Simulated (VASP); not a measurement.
A run of VASP 6.6.1 is set up as follows.

INCAR

```
SYSTEM = CsBe3Ag
PREC = Accurate
ENCUT = 520
EDIFF = 1E-7
ISMEAR = 0
SIGMA = 0.1
LREAL = .False.
LASPH = .True.
NELM = 100
ALGO = Normal
ISIF = 2
LWAVE = .False.
LCHARG = .False.
GGA = PE
NBANDS = 21
```

Contents of KPOINTS:

```
Automatic mesh
0
Gamma
  4 4 4
  0 0 0
```

The input POSCAR:

```
CsBe3Ag
1.0
    4.6957881757      0.0000000000      0.0000000000
    0.0000000000      4.6957881757      0.0000000000
    0.0000000000      0.0000000000      4.6957881757
Cs Be Ag
1 3 1
Direct
    0.0000000000      0.0000000000      0.0000000000
    0.0000000000      0.5000000000      0.5000000000
    0.5000000000      0.0000000000      0.5000000000
    0.5000000000      0.5000000000      0.0000000000
    0.5000000000      0.5000000000      0.5000000000
```

Potentials or basis: VASP PAW PBE potentials, release 64 (Cs_sv, Be, Ag).

Run with:

```sh
$ cat potpaw_PBE.64/Cs_sv/POTCAR potpaw_PBE.64/Be/POTCAR potpaw_PBE.64/Ag/POTCAR > POTCAR
$ mpirun -np 1 vasp_std > vasp.out
```

Task: Predict the pressure.

Result: 0.4 GPa.

Task: What does it give for the band gap on the k mesh?

Result: 0.44 eV (least direct gap 0.59 eV).

Caveat: spin-orbit coupling is left out, which moves the levels of the heavy elements. A k mesh can miss the band edges.
